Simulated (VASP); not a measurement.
Wanted: the native input for a VASP 6.6.1 run.

| Property | Result |
| --- | --- |
| Task | single point |
| Functional | PBE |
| Potentials or basis | VASP PAW PBE potentials, release 64 (K_sv, H) |
| Cutoff | 520 eV |
| k mesh | 4 × 4 × 4 |
| Occupations | gaussian, width 0.1 eV |
| Spin | no spin polarisation |
| Dipole correction | no |
| Further INCAR settings | ALGO = Normal; EDIFF = 1e-06; NBANDS = 28 |

The structure of K3H8 lies in POSCAR:

```
K3H8
1.0
    4.6671784505      0.0000000000      0.0000000000
   -0.2350382566      6.7317632362      0.0000000000
   -1.6117743278     -2.5201249331      6.9811259506
K H
3 8
Direct
    0.1338128118      0.5175751959      0.4369601904
    0.6292257005      0.9861262601      0.3538668569
    0.4041573449      0.3594444177      0.9085259412
    0.0513143481      0.8453708327      0.0563234416
    0.9094562599      0.8380470869      0.7334671416
    0.5167731583      0.8455013473      0.9136696373
    0.1911467094      0.1562033781      0.5203291316
    0.5821954664      0.5751664936      0.2908742862
    0.5390855916      0.9678357113      0.9604961570
    0.9729401893      0.9403008445      0.7278786488
    0.0698924197      0.9684284320      0.0976085674
```

One way to write it, as run:

INCAR

```
SYSTEM = K3H8
PREC = Accurate ; ENCUT = 520
EDIFF = 1E-6 ; ISMEAR = 0
SIGMA = 0.1 ; LREAL = .False.
LASPH = .True. ; NELM = 100
ALGO = Normal ; ISIF = 2
LWAVE = .False. ; LCHARG = .False.
GGA = PE ; NBANDS = 28
```

KPOINTS

```
Automatic mesh
0
Gamma
  4 4 4
  0 0 0
```

Potentials or basis: VASP PAW PBE potentials, release 64 (K_sv, H).

The run is started by

```sh
$ cat potpaw_PBE.64/K_sv/POTCAR potpaw_PBE.64/H/POTCAR > POTCAR
$ mpirun -np 1 vasp_std > vasp.out
```

It gave:

* Pressure: 0.1 GPa
* Largest force: 0.247 eV/Å
* Band gap on the k mesh: zero (an odd number of electrons rules out a gap without spin polarisation)

Run time: 120 s on 1 thread of Intel(R) Xeon(R) 6975P-C (Granite Rapids), with other jobs on the host, peak memory 0.39 GiB.
